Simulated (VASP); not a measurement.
Set up this calculation in VASP 6.6.1, as the native input.

- Task: single point
- Functional: PBE
- Potentials or basis: VASP PAW PBE potentials, release 64 (I)
- Cutoff: 500 eV
- k mesh: 6 × 6 × 6
- Occupations: gaussian, width 0.1 eV
- Spin: no spin polarisation
- Dipole correction: no
- Further INCAR settings: ALGO = Normal; EDIFF = 1e-06; NBANDS = 10

The structure of I lies in POSCAR:

```
I
1.0
    0.0000000000      3.2364000000      3.2364000000
    3.2364000000      0.0000000000      3.2364000000
    3.2364000000      3.2364000000      0.0000000000
I
1
Direct
    0.5000000000      0.5000000000      0.5000000000
```

These files were run (other wordings do the same):

INCAR

```
ALGO = Normal
EDIFF = 1E-6
ENCUT = 500
GGA = PE
GGA_COMPAT = False
ISIF = 2
ISMEAR = 0
LASPH = True
LCHARG = False
LREAL = False
LWAVE = False
NBANDS = 10
NELM = 120
PREC = Accurate
SIGMA = 0.1
```

KPOINTS

```
k-points
0
Gamma
  6 6 6
```

Potentials or basis: VASP PAW PBE potentials, release 64 (I).

Run with:

```sh
$ cat potpaw_PBE.64/I/POTCAR > POTCAR
$ mpirun -np 1 vasp_std > vasp.out
```

It gave:

```json
{"Pressure": "-2.0 GPa", "Band gap on the k mesh": "zero (an odd number of electrons rules out a gap without spin polarisation)"}
```

Caveat: spin-orbit coupling is left out, which moves the levels of the heavy elements; an odd number of electrons without spin polarisation forces a metal; a magnetic or distorted state may lie lower.

It took 9.3 s on 1 thread of Intel(R) Xeon(R) Platinum 8488C (Sapphire Rapids) (shared host), peak memory 0.19 GiB.
